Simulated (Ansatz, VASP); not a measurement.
NaI: VASP beside Ansatz

File INCAR:

```
SYSTEM = NaI
ALGO     = Normal         ! electronic algorithm
EDIFF    = 1E-7           ! SCF threshold, eV
ENCUT    = 520            ! plane-wave cutoff, eV
GGA      = PE             ! functional
ISIF     = 2              ! what is computed and relaxed
ISMEAR   = 0              ! smearing method
LASPH    = .True.         ! aspherical terms in the spheres
LCHARG   = .False.        ! write CHGCAR
LREAL    = .False.        ! projectors in reciprocal space
LWAVE    = .False.        ! write WAVECAR
NBANDS   = 22             ! bands
NELM     = 100            ! most SCF steps
PREC     = Accurate       ! precision mode
SIGMA    = 0.1            ! smearing width, eV
```

The input KPOINTS:

```
k-points
0
Gamma
  4 4 4
  0 0 0
```

The input POSCAR:

```
NaI
1.0
   -3.2646422433      0.0000000000     -3.2646422433
   -3.2646422433     -3.2646422433      0.0000000000
   -6.5292844866      3.2646422433      3.2646422433
Na I
2 2
Direct
    0.2500000000      0.2500000000      0.2500000000
    0.7500000000      0.7500000000      0.7500000000
    1.0000000000      1.0000000000      0.0000000000
    0.5000000000      0.5000000000      0.5000000000
```

Input for Ansatz:

```yaml
crystal:
  lattice:
    - [-3.2646422433, 0.0, -3.2646422433]
    - [-3.2646422433, -3.2646422433, 0.0]
    - [-6.5292844866, 3.2646422433, 3.2646422433]
  atoms:
    - { symbol: Na, position: [0.25, 0.25, 0.25] }
    - { symbol: Na, position: [0.75, 0.75, 0.75] }
    - { symbol: I, position: [1.0, 1.0, 0.0] }
    - { symbol: I, position: [0.5, 0.5, 0.5] }
basis:
  ecutwfc: 420
kpoints:
  mp_grid: { grid: [4, 4, 4] }
hamiltonian:
  xc: pbe
scf:
  occupations: { method: gaussian, width: 0.1 }
  lower_state_search: "off"
output:
  forces: true
  stress: true
  eigenvalues: true
```

Alike in both runs: task single point; functional PBE; k mesh 4 × 4 × 4; occupations gaussian, width 0.1 eV; no spin polarisation.

|  | VASP | Ansatz |
| --- | --- | --- |
| version | VASP 6.6.1 | Ansatz 0.2.0 |
| potentials or method | VASP PAW PBE potentials, release 64 (Na_pv, I), cutoff 520 eV | scalar-relativistic, plane waves, PAW |
| valence electrons in the cell | 28 | 52 |

VASP gave:

* gap on the k mesh at the Fermi level (eV): 3.57
* least direct gap on the mesh (eV): 3.57
* pressure (GPa): 0.0

Q: What did Ansatz give for the same quantities?

A: gap on the k mesh at the Fermi level (eV): 3.58; least direct gap on the mesh (eV): 3.58; pressure (GPa): 0.0.

With one functional, cell and mesh, what is left measures potentials, basis and numerics. VASP's potentials hold 28 valence electrons a cell and Ansatz's 52, so a difference there can come from the potentials and not from the codes.

Spin-orbit coupling is off throughout.
